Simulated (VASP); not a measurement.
Set up this calculation in VASP 6.6.1, as the native input.

| Quantity | Value |
| --- | --- |
| Task | single point |
| Functional | PBE |
| Potentials or basis | VASP PAW PBE potentials, release 64 (Si, Mo_sv) |
| Cutoff | 520 eV |
| k mesh | 18 × 18 × 18 |
| Occupations | fermi-dirac, width 0.15 eV |
| Spin | no spin polarisation |
| Dipole correction | no |
| Further INCAR settings | ALGO = Normal; EDIFF = 1e-06; NBANDS = 18 |

The structure of Si2Mo lies in POSCAR:

```
Si2Mo
1.0
   -1.6083031774      1.6083031774      3.9389712937
    1.6083031774     -1.6083031774      3.9389712937
    1.6083031774      1.6083031774     -3.9389712937
Si Mo
2 1
Direct
    0.3349964453      0.3349964453      0.0000000000
    0.6650035547      0.6650035547      0.0000000000
    0.0000000000      0.0000000000      0.0000000000
```

The input as run:

INCAR

```
SYSTEM = Si2Mo
ALGO = Normal ; EDIFF = 1E-6
ENCUT = 520 ; GGA = PE
ISIF = 2 ; ISMEAR = -1
LASPH = .TRUE. ; LCHARG = .TRUE.
LELF = .TRUE. ; LREAL = .FALSE.
LVHAR = .TRUE. ; LWAVE = .FALSE.
NBANDS = 18 ; NELM = 60
PREC = Accurate ; SIGMA = 0.15
```

KPOINTS

```
k-points
0
G
  18 18 18
  0 0 0
```

Potentials or basis: VASP PAW PBE potentials, release 64 (Si, Mo_sv).

Run with:

```bash
$ cat potpaw_PBE.64/Si/POTCAR potpaw_PBE.64/Mo_sv/POTCAR > POTCAR
$ mpirun -np 1 vasp_std > vasp.out
```

Results of the run:

The pressure is 0.2 GPa and the largest force is 0.004 eV/Å. The band gap on the k mesh is zero (bands 11 and 12 overlap by 0.94 eV).

Run time: 7.3 min on 1 thread of Intel(R) Xeon(R) Platinum 8488C (Sapphire Rapids), on a shared host, peak memory 0.46 GiB.
